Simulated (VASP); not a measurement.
# LaScF2 (P6/mmm) in VASP: further runs

The runs below take LaScF2 through single point, with PBE.

Everything below comes from runs of VASP 6.6.1. Logs are shortened: lines on timing, memory, paths and dates and some standing lists are left out, and cuts for length are marked.

**1. The cell of the first run**

It takes space group P6/mmm (No. 191, hexagonal). The conventional cell has a = 3.710 Å, b = 3.710 Å, c = 8.703 Å, α = 90.00°, β = 90.00°, γ = 120.00°. La (site symmetry 6/mmm) has 2 F at 2.35 Å within 3.1 Å. Sc (site symmetry 6/mmm) has 2 F at 2.00 Å within 2.6 Å. F (site symmetry 6mm) has 1 Sc at 2.00 Å and 1 La at 2.35 Å within 2.6 Å.

The cell was built from a structure type or drawn by symmetry, and may not be a known phase.

**2. Single point, PBE**

INCAR reads:

```
SYSTEM = LaScF2
PREC = Accurate ; ENCUT = 910
EDIFF = 1E-6 ; ISMEAR = 0
SIGMA = 0.1 ; LREAL = .FALSE.
LASPH = .TRUE. ; NELM = 200
ALGO = Normal ; ISIF = 2
LWAVE = .FALSE. ; LCHARG = .TRUE.
GGA = PE ; LELF = .TRUE.
LVHAR = .TRUE. ; NBANDS = 26
GGA_COMPAT = .FALSE. ; LMAXMIX = 6
```

KPOINTS reads:

```
Automatic mesh
0
G
  6 6 2
  0 0 0
```

POSCAR reads:

```
LaScF2
1.0
    3.7101415424      0.0000000029      0.0000000000
   -1.8550707738      3.2130768259      0.0000000000
    0.0000000000      0.0000000000      8.7033694387
La Sc F
1 1 2
Direct
    0.0000000000      0.0000000000      0.5000000000
    0.0000000000      0.0000000000      0.0000000000
    0.0000000000      0.0000000000      0.2297889134
    0.0000000000      0.0000000000      0.7702110866
```

Potentials or basis: VASP PAW PBE potentials, release 64 (La, Sc_sv, F_h).

Run with:

```bash
$ cat potpaw_PBE.64/La/POTCAR potpaw_PBE.64/Sc_sv/POTCAR potpaw_PBE.64/F_h/POTCAR > POTCAR
$ mpirun -np 1 vasp_std > vasp.out
```

OUTCAR:

```text
SYSTEM = LaScF2
   PREC = Accurate
   ENCUT = 910
   EDIFF = 1E-6
   ISMEAR = 0
   LREAL = .FALSE.
   LASPH = .TRUE.
   NELM = 200
   ISIF = 2
   GGA = PE

 ion  position               nearest neighbor table
   1  0.000  0.000  0.500-   3 2.35   4 2.35
   2  0.000  0.000  0.000-   3 2.00   4 2.00
   3  0.000  0.000  0.230-   2 2.00   1 2.35
   4  0.000  0.000  0.770-   2 2.00   1 2.35

  LATTYP: Found a hexagonal cell.
 ALAT       =     3.7101415424
 C/A-ratio  =     2.3458321844

  Lattice vectors:

 A1 = (   3.7101415424,   0.0000000029,   0.0000000000)
 A2 = (  -1.8550707738,   3.2130768259,   0.0000000000)
 A3 = (   0.0000000000,   0.0000000000,   8.7033694387)

Analysis of symmetry for initial positions (statically):
=====================================================================
 Subroutine PRICEL returns:
 Original cell was already a primitive cell.

 Routine SETGRP: Setting up the symmetry group for a
 hexagonal supercell.

 Subroutine GETGRP returns: Found 24 space group operations
 (whereof 24 operations were pure point group operations)
 out of a pool of 24 trial point group operations.

The static configuration has the point symmetry D_6h.

Analysis of symmetry for dynamics (positions and initial velocities):
=====================================================================
 Subroutine PRICEL returns:
 Original cell was already a primitive cell.

 Routine SETGRP: Setting up the symmetry group for a
 hexagonal supercell.

 Subroutine GETGRP returns: Found 24 space group operations
 (whereof 24 operations were pure point group operations)
 out of a pool of 24 trial point group operations.

The dynamic configuration has the point symmetry D_6h.

 Subroutine INISYM returns: Found 24 space group operations
 (whereof 24 operations are pure point group operations),
 and found     1 'primitive' translations

----------------------------------------------------------------------------------------

                                     Primitive cell

  volume of cell :     103.7526

  direct lattice vectors                    reciprocal lattice vectors
     3.710141542  0.000000003  0.000000000     0.269531496  0.155614082  0.000000000
    -1.855070774  3.213076826  0.000000000    -0.000000000  0.311228163  0.000000000
     0.000000000  0.000000000  8.703369439     0.000000000  0.000000000  0.114898030

  length of vectors
     3.710141542  3.710141542  8.703369439     0.311228163  0.311228163  0.114898030

  position of ions in fractional coordinates (direct lattice)
     0.000000000  0.000000000  0.500000000
     0.000000000  0.000000000  0.000000000
     0.000000000  0.000000000  0.229788913
     0.000000000  0.000000000  0.770211087

  ion indices of the primitive-cell ions
   primitive index   ion index
                 1           1
                 2           2
                 3           3
                 4           4

----------------------------------------------------------------------------------------

 KPOINTS: Automatic mesh

Automatic generation of k-mesh.
 Grid dimensions read from file:
 generate k-points for:    6    6    2

 Generating k-lattice:

  Cartesian coordinates                     Fractional coordinates (reciprocal lattice)
     0.044921916  0.025935680  0.000000000     0.166666667  0.000000000  0.000000000
    -0.000000000  0.051871361  0.000000000     0.000000000  0.166666667  0.000000000
     0.000000000  0.000000000  0.057449015     0.000000000  0.000000000  0.500000000

  Length of vectors
     0.051871361  0.051871361  0.057449015

  Shift w.r.t. Gamma in fractional coordinates (k-lattice)
     0.000000000  0.000000000  0.000000000

 Subroutine IBZKPT returns following result:
 ===========================================

 Found     14 irreducible k-points:

 Following reciprocal coordinates:
            Coordinates               Weight
  0.000000  0.000000  0.000000      1.000000
  0.166667  0.000000  0.000000      6.000000
  0.333333 -0.000000  0.000000      6.000000
  0.500000  0.000000  0.000000      3.000000
  0.166667  0.166667  0.000000      6.000000
  0.333333  0.166667  0.000000     12.000000
  0.333333  0.333333  0.000000      2.000000
  0.000000  0.000000  0.500000      1.000000
  0.166667  0.000000  0.500000      6.000000
  0.333333 -0.000000  0.500000      6.000000
  0.500000  0.000000  0.500000      3.000000
  0.166667  0.166667  0.500000      6.000000
  0.333333  0.166667  0.500000     12.000000
  0.333333  0.333333  0.500000      2.000000
   k-points           NKPTS =     14   k-points in BZ     NKDIM =     14   number of bands    NBANDS=     26
   number of dos      NEDOS =    301   number of ions     NIONS =      4
   total plane-waves  NPLWV = 144000
   dimension x,y,z NGX =    40 NGY =   40 NGZ =   90
   dimension x,y,z NGXF=    80 NGYF=   80 NGZF=  180
   ions per type =               1   1   2
   NGX,Y,Z   is equivalent  to a cutoff of  17.92, 17.92, 17.19 a.u.
   NGXF,Y,Z  is equivalent  to a cutoff of  35.85, 35.85, 34.38 a.u.
 SYSTEM =  LaScF2
   PREC   = accura    normal or accurate (medium, high low for compatibility)
   ISTART =      0    job   : 0-new  1-cont  2-samecut
   ICHARG =      2    charge: 1-file 2-atom 10-const
   ISPIN  =      1    spin polarized calculation?
   LNONCOLLINEAR =      F non collinear calculations
   LSORBIT =      F    spin-orbit coupling
   LASPH  =      T    aspherical Exc in radial PAW
   ENCUT  =  910.0 eV  66.88 Ry    8.18 a.u.   9.13  9.13 21.41*2*pi/ulx,y,z
   NELM   =    200;   NELMIN=  2; NELMDL= -5     # of ELM steps
   EDIFF  = 0.1E-05   stopping-criterion for ELM
   LREAL  =      F    real-space projection
   EDIFFG = 0.1E-04   stopping-criterion for IOM
   NSW    =      0    number of steps for IOM
   IBRION =     -1    ionic relax: 0-MD 1-quasi-New 2-CG
   NFREE  =      0    steps in history (QN), initial steepest desc. (CG)
   ISIF   =      2    stress and relaxation
   ISYM   =      2    0-nonsym 1-usesym 2-fastsym
   POTIM  = 0.5000    time-step for ionic-motion
   TEBEG  =    0.0;   TEEND  =   0.0 temperature during run
   PSTRESS=    0.0 pullay stress
   NELECT =      36.0000    total number of electrons
   NUPDOWN=      -1.0000    fix difference up-down
   EMIN   =  10.00;   EMAX   =-10.00  energy-range for DOS
   EFERMI =   0.00;   METHOD = LEGACY
   ISMEAR =     0;   SIGMA  =   0.10  broadening in eV -4-tet -1-fermi 0-gaus
   EFERMI_NEDOS =   21; number of points for ismear=-14 and -15
   IALGO  =     38    algorithm
   IMIX   =      4    mixing-type and parameters
     AMIX     =   0.40;   BMIX     =  1.00
     AMIX_MAG =   1.60;   BMIX_MAG =  1.00
  volume/ion in A,a.u.               =      25.94       175.04
  Fermi-wavevector in a.u.,A,eV,Ry     =   1.150384  2.173910 18.005709  1.323382
  Thomas-Fermi vector in A             =   2.287048
   LORBIT       =      0    0 simple, 1 ext, 2 COOP (PROOUT), +10 PAW based schemes
   GGA     = PE    functional components
   LHFCALC =     F    Hartree Fock is set to
   AEXX    =    0.0000 exact exchange contribution
   IVDW    =     0    specifies the selected vdW correction
   LEPSILON=     F    determine dielectric tensor
   LRPA    =     F    only Hartree local field effects (RPA)
 non-spin polarized calculation
 Gauss-broadening in eV      SIGMA  =   0.10
  energy-cutoff  :      910.00
  volume of cell :      103.75
 maximum number of plane-waves:      6514
 NGX is ok and might be reduce to    40
   NGX = 19   NGY = 19   NGZ = 43

 number of electron      36.0000004 magnetization

 Free energy of the ion-electron system (eV)
  ---------------------------------------------------
  ext. energy  EPLUGINS =         0.00000000
  ---------------------------------------------------
  free energy    TOTEN  =       -23.91021401 eV

  energy without entropy =      -23.89612605  energy(sigma->0) =      -23.90317003

 E-fermi :   4.1845     XC(G=0):  -8.3398

 val. band max:        4.1629218472   @ k =   0.1667   0.1667   0.0000
 cond. band min:       4.1937227058   @ k =   0.1667   0.1667   0.5000
 fundamental gap:      0.0308008585
 Fermi energy:         4.1844879093

 k-point     1 :       0.0000    0.0000    0.0000
  band No.  band energies     occupation
      1     -46.6839      2.00000
      2     -29.1582      2.00000
      3     -25.7323      2.00000
      4     -25.2211      2.00000
      5     -25.2211      2.00000
      6     -21.2826      2.00000
[... 18 lines left out ...]
     25       5.7252      0.00000
     26       5.7486      0.00000

 k-point     2 :       0.1667    0.0000    0.0000
  band No.  band energies     occupation
      1     -46.6822      2.00000
      2     -29.1235      2.00000
      3     -25.7292      2.00000
      4     -25.2398      2.00000
      5     -25.2257      2.00000
      6     -21.2745      2.00000
[... 18 lines left out ...]
     25       5.7785      0.00000
     26       5.9798      0.00000

 k-point     3 :       0.3333   -0.0000    0.0000
  band No.  band energies     occupation
      1     -46.6788      2.00000
      2     -29.0528      2.00000
      3     -25.7229      2.00000
      4     -25.2771      2.00000
      5     -25.2349      2.00000
      6     -21.2582      2.00000
[... 18 lines left out ...]
     25       5.7310      0.00000
     26       5.9086      0.00000

 k-point     4 :       0.5000    0.0000    0.0000
  band No.  band energies     occupation
      1     -46.6771      2.00000
      2     -29.0168      2.00000
      3     -25.7197      2.00000
      4     -25.2956      2.00000
      5     -25.2395      2.00000
      6     -21.2500      2.00000
[... 18 lines left out ...]
     25       5.8795      0.00000
     26       5.9749      0.00000

 k-point     5 :       0.1667    0.1667    0.0000
  band No.  band energies     occupation
      1     -46.6796      2.00000
      2     -29.0706      2.00000
      3     -25.7245      2.00000
      4     -25.2643      2.00000
      5     -25.2361      2.00000
      6     -21.2622      2.00000
[... 18 lines left out ...]
     25       5.6906      0.00000
     26       5.9345      0.00000

 k-point     6 :       0.3333    0.1667    0.0000
  band No.  band energies     occupation
      1     -46.6771      2.00000
      2     -29.0169      2.00000
      3     -25.7197      2.00000
      4     -25.2861      2.00000
      5     -25.2491      2.00000
      6     -21.2500      2.00000
[... 18 lines left out ...]
     25       5.7726      0.00000
     26       5.9927      0.00000

 k-point     7 :       0.3333    0.3333    0.0000
  band No.  band energies     occupation
      1     -46.6762      2.00000
      2     -28.9988      2.00000
      3     -25.7182      2.00000
      4     -25.2734      2.00000
      5     -25.2734      2.00000
      6     -21.2459      2.00000
[... 18 lines left out ...]
     25       5.5854      0.00000
     26       6.0881      0.00000

 k-point     8 :       0.0000    0.0000    0.5000
  band No.  band energies     occupation
      1     -46.6839      2.00000
      2     -29.1589      2.00000
      3     -25.7253      2.00000
      4     -25.2211      2.00000
      5     -25.2211      2.00000
      6     -21.4601      2.00000
[... 18 lines left out ...]
     25       5.7434      0.00000
     26       5.8623      0.00000

 k-point     9 :       0.1667    0.0000    0.5000
  band No.  band energies     occupation
      1     -46.6822      2.00000
      2     -29.1242      2.00000
      3     -25.7221      2.00000
      4     -25.2398      2.00000
      5     -25.2257      2.00000
      6     -21.4509      2.00000
[... 18 lines left out ...]
     25       5.7044      0.00000
     26       5.8554      0.00000

 k-point    10 :       0.3333   -0.0000    0.5000
  band No.  band energies     occupation
      1     -46.6788      2.00000
      2     -29.0535      2.00000
      3     -25.7159      2.00000
      4     -25.2771      2.00000
      5     -25.2349      2.00000
      6     -21.4324      2.00000
[... 18 lines left out ...]
     25       5.7502      0.00000
     26       5.8714      0.00000

 k-point    11 :       0.5000    0.0000    0.5000
  band No.  band energies     occupation
      1     -46.6771      2.00000
      2     -29.0175      2.00000
      3     -25.7128      2.00000
      4     -25.2956      2.00000
      5     -25.2395      2.00000
      6     -21.4231      2.00000
[... 18 lines left out ...]
     25       5.8247      0.00000
     26       6.0436      0.00000

 k-point    12 :       0.1667    0.1667    0.5000
  band No.  band energies     occupation
      1     -46.6796      2.00000
      2     -29.0713      2.00000
      3     -25.7175      2.00000
      4     -25.2643      2.00000
      5     -25.2362      2.00000
      6     -21.4370      2.00000
[... 18 lines left out ...]
     25       5.7740      0.00000
     26       5.8432      0.00000

 k-point    13 :       0.3333    0.1667    0.5000
  band No.  band energies     occupation
      1     -46.6771      2.00000
      2     -29.0176      2.00000
      3     -25.7128      2.00000
      4     -25.2861      2.00000
      5     -25.2491      2.00000
      6     -21.4231      2.00000
[... 18 lines left out ...]
     25       5.7301      0.00000
     26       6.0798      0.00000

 k-point    14 :       0.3333    0.3333    0.5000
  band No.  band energies     occupation
      1     -46.6762      2.00000
      2     -28.9995      2.00000
      3     -25.7112      2.00000
      4     -25.2734      2.00000
      5     -25.2734      2.00000
      6     -21.4185      2.00000
[... 18 lines left out ...]
     25       5.5123      0.00000
     26       6.0488      0.00000

------------------------ aborting loop because EDIFF is reached ----------------------------------------

  FORCE on cell =-STRESS in cart. coord.  units (eV):
  Direction    XX          YY          ZZ          XY          YZ          ZX
  --------------------------------------------------------------------------------------
  -------------------------------------------------------------------------------------
  Total       -0.1549305     -0.1549305      0.1509730      0.0000000      0.0000000      0.0000000
  in kB       -2.3924812     -2.3924812      2.3313686      0.0000000      0.0000000      0.0000000
  external PRESSURE =      -0.8178646 kB  Pullay stress =       0.0000000 kB

 VOLUME and BASIS-vectors are now :
 -----------------------------------------------------------------------------
  energy-cutoff  :      910.00
  volume of cell :      103.75
      direct lattice vectors                 reciprocal lattice vectors
     3.710141542  0.000000003  0.000000000     0.269531496  0.155614082  0.000000000
    -1.855070774  3.213076826  0.000000000    -0.000000000  0.311228163  0.000000000
     0.000000000  0.000000000  8.703369439     0.000000000  0.000000000  0.114898030

 POSITION                                       TOTAL-FORCE (eV/Angst)
 -----------------------------------------------------------------------------------
      0.00000      0.00000      4.35168         0.000000      0.000000      0.000000
      0.00000      0.00000      0.00000         0.000000      0.000000      0.000000
      0.00000      0.00000      1.99994         0.000000     -0.000000      0.108941
      0.00000      0.00000      6.70343        -0.000000     -0.000000     -0.108941
 -----------------------------------------------------------------------------------
    total drift:                               -0.000000     -0.000000      0.000000

  FREE ENERGIE OF THE ION-ELECTRON SYSTEM (eV)
  ---------------------------------------------------
  free  energy   TOTEN  =       -23.9102140129 eV

  energy  without entropy=      -23.8961260531  energy(sigma->0) =      -23.90317003
```

Wall time 2.6 min (1 thread of AMD EPYC 7R43 (Zen 3), shared host); peak memory 0.41 GiB.

What came out:

| Item | Value |
| --- | --- |
| Free energy | -23.9102 eV |
| Pressure | -0.1 GPa |
| Largest force | 0.109 eV/Å |
| Band gap on the k mesh | zero (bands 18 and 19 overlap by 0.09 eV) |

Forces on the atoms (eV/Å):
```
La   0.000  0.000  0.000
Sc   0.000  0.000  0.000
F    0.000  0.000  0.109
F    0.000  0.000 -0.109
```

Levels at points of the mesh, in eV from the Fermi level:
```
           k point  band 16  band 17  band 18  band 19  band 20  band 21
(0.00, 0.00, 0.00)    -6.39    -2.97    -2.10     0.68     0.68     1.04
(0.50, 0.00, 0.00)    -6.47    -1.36    -0.82     0.37     1.14     1.23
(0.00, 0.00, 0.50)    -6.47    -2.88    -2.24     0.68     0.68     1.10
(0.50, 0.00, 0.50)    -6.58    -1.34    -0.86     0.57     0.99     1.19
```

Caveat: the k points lie up to 0.36 Å⁻¹ apart; the cutoff is under 1.25 times the usual one of these potentials, so pressure, stress and relaxed cells hold a basis-set (Pulay) error; spin-orbit coupling is left out, which moves the levels of the heavy elements.

**3. Single point, PBE**

This run uses another cell than the first one, of 25.65 Å³/atom.

INCAR is that of step 2.

KPOINTS reads:

```
regular mesh
0
G
  12 12 6
  0 0 0
```

POSCAR reads:

```
LaScF2
1.0
    3.6913802400      0.0000000000      0.0000000000
   -1.8456901200      3.1968290629      0.0000000000
    0.0000000000      0.0000000000      8.6938037197
La Sc F
1 1 2
Direct
    0.0000000000      0.0000000000      0.5000000000
    0.0000000000      0.0000000000      0.0000000000
    0.0000000000      0.0000000000      0.2311508264
    0.0000000000      0.0000000000      0.7688491736
```

Potentials or basis: VASP PAW PBE potentials, release 64 (La, Sc_sv, F_h).

Run with:

```bash
$ cat potpaw_PBE.64/La/POTCAR potpaw_PBE.64/Sc_sv/POTCAR potpaw_PBE.64/F_h/POTCAR > POTCAR
$ mpirun -np 1 vasp_std > vasp.out
```

Run time: 8.7 min. Hardware: 1 thread of Intel Xeon Platinum 8375C at 2.90GHz (Ice Lake), shared host; peak memory 0.74 GiB.

Results (log left out):

* Free energy: -23.8843 eV
* Pressure: -0.1 GPa
* Largest force: 0.106 eV/Å
* Band gap on the k mesh: zero (bands 18 and 19 overlap by 0.34 eV)

Forces in eV/Å, atoms in the order of the input:
```
La   0.000  0.000  0.000
Sc   0.000  0.000  0.000
F    0.000  0.000  0.106
F    0.000  0.000 -0.106
```

Stress tensor (GPa, compression positive):
```
-0.27  0.00  0.00
 0.00 -0.27  0.00
 0.00  0.00  0.25
```

Levels at points of the mesh, in eV from the Fermi level:
| k point | band 14 | band 15 | band 16 | band 17 | band 18 | band 19 | band 20 | band 21 | band 22 | band 23 |
| --- | --- | --- | --- | --- | --- | --- | --- | --- | --- | --- |
| (0.00, 0.00, 0.00) | -6.56 | -6.43 | -6.43 | -2.95 | -2.25 | 0.77 | 0.77 | 0.92 | 0.93 | 1.33 |
| (0.50, 0.00, 0.00) | -6.77 | -6.53 | -6.51 | -1.57 | -0.78 | 0.26 | 1.14 | 1.16 | 1.22 | 1.32 |
| (0.00, 0.00, 0.50) | -6.58 | -6.51 | -6.51 | -2.84 | -2.42 | 0.77 | 0.77 | 0.93 | 1.08 | 1.33 |
| (0.50, 0.00, 0.50) | -7.11 | -6.68 | -6.63 | -1.55 | -0.80 | 0.43 | 0.97 | 1.17 | 1.25 | 1.31 |

Caveat: the cutoff is under 1.25 times the usual one of these potentials, so pressure, stress and relaxed cells hold a basis-set (Pulay) error; spin-orbit coupling is left out, which moves the levels of the heavy elements.
